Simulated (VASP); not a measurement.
Wanted: the native input for a VASP 6.6.1 run.

```
Task                   : single point
Functional             : PBE
Potentials or basis    : VASP PAW PBE potentials, release 64 (Ti_sv, C)
Cutoff                 : 520 eV
k mesh                 : 6 × 6 × 1
Occupations            : gaussian, width 0.1 eV
Spin                   : no spin polarisation
Dipole correction      : yes
Further INCAR settings : ALGO = Normal; EDIFF = 1e-06; NBANDS = 47
```

The structure of Ti6C lies in POSCAR:

```
Ti6C
1.0
    4.6037402166      0.0000000000      0.0000000000
   -2.3018701083      3.9869559800      0.0000000000
    0.0000000000      0.0000000000     19.9968207969
Ti C
6 1
Direct
    0.6666666667      0.3333333333      0.2000317971
    0.3333333333      0.6666666667      0.2470259940
    0.0000000000      0.0000000000      0.2940201911
    0.6666666667      0.3333333333      0.3353091166
    0.3333333333      0.6666666667      0.3717707096
    0.0000000000      0.0000000000      0.4249085834
    0.0000000000      0.0000000000      0.5157925410
```

The input as run:

INCAR

```
SYSTEM = Ti6C
ALGO = Normal
DIPOL = 0.5 0.5 0.341
EDIFF = 1E-6
ENCUT = 520
GGA = PE
IDIPOL = 3
ISIF = 2
ISMEAR = 0
LASPH = .True.
LCHARG = .False.
LDIPOL = .True.
LREAL = .False.
LWAVE = .False.
NBANDS = 47
NELM = 60
PREC = Accurate
SIGMA = 0.1
```

KPOINTS

```
k-points
0
Gamma
  6 6 1
  0 0 0
```

Potentials or basis: VASP PAW PBE potentials, release 64 (Ti_sv, C).

The run is started by

```sh
$ cat potpaw_PBE.64/Ti_sv/POTCAR potpaw_PBE.64/C/POTCAR > POTCAR
$ mpirun -np 1 vasp_std > vasp.out
```

Results of the run:

```json
{
 "Largest force": "0.850 eV/Å",
 "Band gap on the k mesh": "zero (band 38 reaches -0.89 eV, above the bottom of band 39 at -0.97 eV)"
}
```

Wall time 3.1 min on 1 thread of Intel(R) Xeon(R) 6975P-C (Granite Rapids) (shared host), peak memory 0.46 GiB.
